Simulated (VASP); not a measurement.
Here is a VASP 6.6.1 calculation.

Contents of INCAR:

```
PREC = Accurate
ENCUT = 520
EDIFF = 1E-6
ISMEAR = -1
SIGMA = 0.1
LREAL = F
LASPH = T
NELM = 100
ALGO = Normal
ISIF = 2
LWAVE = F
LCHARG = F
LDIPOL = T
IDIPOL = 3
DIPOL = 0.5 0.5 0.500
GGA = PE
NBANDS = 14
```

The input KPOINTS:

```
regular mesh
0
Gamma
  11 11 1
```

File POSCAR:

```
Sb
1.0
    3.3888387676      0.0000000000      0.0000000000
   -1.6944193838      2.9348204621      0.0000000000
    0.0000000000      0.0000000000     21.5340000000
Sb
3
Direct
    0.1666666667      0.3333333333      0.3768336209
    0.5000000000      1.0000000000      0.5000000010
    0.8333333333      0.6666666667      0.6231663776
```

Potentials or basis: VASP PAW PBE potentials, release 64 (Sb).

Command:

```bash
$ cat potpaw_PBE.64/Sb/POTCAR > POTCAR
$ mpirun -np 1 vasp_std > vasp.out
```

**Question.** Predict the largest force.

**Answer.** 0.004 eV/Å.

Forces on the atoms (eV/Å):
```
Sb   0.000  0.000  0.004
Sb   0.000  0.000  0.000
Sb   0.000  0.000 -0.004
```
